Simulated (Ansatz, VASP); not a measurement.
**TaN: VASP beside Ansatz**

File INCAR:

```
SYSTEM = TaN
PREC = Accurate ; ENCUT = 600
EDIFF = 1E-6 ; ISMEAR = -1
SIGMA = 0.05 ; LREAL = .False.
LASPH = .True. ; NELM = 60
ALGO = Normal ; ISIF = 3
LWAVE = .False. ; LCHARG = .False.
GGA = RE ; IVDW = 13
IBRION = 2 ; NSW = 80
EDIFFG = -0.005
```

File KPOINTS:

```
Automatic mesh
0
Gamma
  10 10 10
  0 0 0
```

The input POSCAR:

```
TaN
1.0
    0.0000000000      2.2113230000      2.2113230000
    2.2113230000      0.0000000000      2.2113230000
    2.2113230000      2.2113230000      0.0000000000
Ta N
1 1
Direct
    0.5000000000      0.5000000000      0.5000000000
    0.0000000000      0.0000000000      0.0000000000
```

File input.yaml:

```yaml
crystal:
  lattice:
    - [0.0, 2.211323, 2.211323]
    - [2.211323, 0.0, 2.211323]
    - [2.211323, 2.211323, 0.0]
  atoms:
    - { symbol: Ta, position: [0.5, 0.5, 0.5] }
    - { symbol: "N", position: [0.0, 0.0, 0.0] }
kpoints:
  mp_grid: { grid: [10, 10, 10] }
scf:
  occupations: { method: fermi_dirac, width: 0.05 }
hamiltonian:
  xc: revpbe
  dispersion: d4
  pseudopotentials: { kind: all_electron, lapw: { basis_error: 0.001 } }
output:
  forces: true
  stress: true
relax:
  f_tol: 0.005
  max_steps: 60
  cell: {}
```

Alike in both runs: task relaxation of cell and atoms; functional revPBE; dispersion D4; k mesh 10 × 10 × 10; occupations fermi-dirac, width 0.05 eV; no spin polarisation.

|  | VASP | Ansatz |
| --- | --- | --- |
| version | VASP 6.6.1 | Ansatz 0.2.0 |
| potentials or method | VASP PAW PBE potentials, release 64 (Ta_pv, N), cutoff 600 eV | all-electron LAPW, scalar-relativistic |

```tsv
	VASP	Ansatz	Ansatz less VASP
relaxed volume (Å³/atom)	10.57	10.55	-0.022
relaxed cell length with the largest relative difference (Å)	3.104	3.102	-0.0021
```

VASP's potentials were made for PBE, not for revPBE. Ansatz ran all-electron here, and VASP with PAW potentials.

Spin-orbit coupling is off throughout.
